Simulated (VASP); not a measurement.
Set up this calculation in VASP 6.6.1, as the native input.

- Task: single point
- Functional: HSE06
- Potentials or basis: VASP PAW PBE potentials, release 64 (B, N)
- Cutoff: 520 eV
- k mesh: 8 × 8 × 8
- Occupations: gaussian, width 0.01 eV
- Spin: no spin polarisation
- Dipole correction: no
- Grid for exact exchange (PRECFOCK): Normal
- Further INCAR settings: ALGO = Normal; EDIFF = 1e-07; NBANDS = 11
- Share of exact exchange: 0.25
- Screening parameter: 0.2079 1/Å

The system is BN.

```
CELL_PARAMETERS angstrom
-0.02778 1.81314 1.81314
1.81314 -0.02778 1.81314
1.81314 1.81314 -0.02778
ATOMIC_POSITIONS crystal
B 0.00000 0.00000 0.00000
N 0.25000 0.25000 0.25000
```

This cell differs from its parent crystal: epitaxial 111 strain +2.0%.

One way to write it, as run:

POSCAR

```
BN
1.0
   -0.0277811212      1.8131408531      1.8131408531
    1.8131408531     -0.0277811212      1.8131408531
    1.8131408531      1.8131408531     -0.0277811212
B N
1 1
Direct
    0.0000000000      0.0000000000      0.0000000000
    0.2500000000      0.2500000000      0.2500000000
```

INCAR.step1

```
SYSTEM = BN
PREC = Accurate
ENCUT = 520
EDIFF = 1E-5
ISMEAR = 0
SIGMA = 0.01
LREAL = .False.
LASPH = .True.
NELM = 100
ALGO = Normal
ISIF = 2
LWAVE = .True.
NBANDS = 11
GGA = PE
```

INCAR.step2

```
SYSTEM = BN
PREC = Accurate
ENCUT = 520
EDIFF = 1E-7
ISMEAR = 0
SIGMA = 0.01
LREAL = .False.
LASPH = .True.
NELM = 100
ALGO = Normal
ISIF = 2
LWAVE = .False.
LCHARG = .True.
GGA = PE
LHFCALC = .True.
HFSCREEN = 0.2079
PRECFOCK = Normal
LELF = .True.
LVHAR = .True.
NBANDS = 11
ISTART = 1
```

KPOINTS

```
regular mesh
0
Gamma
  8 8 8
  0 0 0
```

Potentials or basis: VASP PAW PBE potentials, release 64 (B, N).

The run is started by

```console
$ cat potpaw_PBE.64/B/POTCAR potpaw_PBE.64/N/POTCAR > POTCAR
$ cp INCAR.step1 INCAR
$ mpirun -np 1 vasp_std > vasp.out
$ cp INCAR.step2 INCAR
$ mpirun -np 1 vasp_std > vasp.out
```

It gave:

The pressure is -17.0 GPa. The largest force is 0.026 eV/Å and the band gap on the k mesh is 5.69 eV (least direct gap 10.15 eV).

Caveat: the cell differs from its parent crystal (epitaxial 111 strain +2.0%); the cell stands under tension; the PAW data sets were made with another functional, which shifts forces and pressure a little.

Wall time 16 min on 1 thread of Intel(R) Xeon(R) Platinum 8488C (Sapphire Rapids), with other jobs on the host, peak memory 0.23 GiB.
